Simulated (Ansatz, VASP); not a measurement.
Sn in VASP and in Ansatz

```
CELL_PARAMETERS angstrom
0.00000 3.32732 3.32732
3.32732 0.00000 3.32732
3.32732 3.32732 0.00000
ATOMIC_POSITIONS crystal
Sn 0.00000 0.00000 0.00000
Sn 0.25000 0.25000 0.25000
```

Alike in both runs: functional PBE; k mesh 12 × 12 × 12; occupations gaussian, width 0.1 eV; no spin polarisation.

Ansatz relaxed the structure, and its values are those at the end. VASP's run is a single point on that final structure, the one shown.

|  | VASP | Ansatz |
| --- | --- | --- |
| version | VASP 6.6.1 | Ansatz 0.2.0 |
| potentials or method | VASP PAW PBE potentials, release 64 (Sn_d), cutoff 520 eV | scalar-relativistic, plane waves, PAW |
| valence electrons in the cell | 28 | 28 |

|  | VASP | Ansatz | Ansatz less VASP |
| --- | --- | --- | --- |
| gap on the k mesh at the Fermi level (eV) | none | none | - |
| pressure (GPa) | 0.0 | 0.0 | +0.05 |

A gap of «none» marks a metal or a gap that the smearing closes.
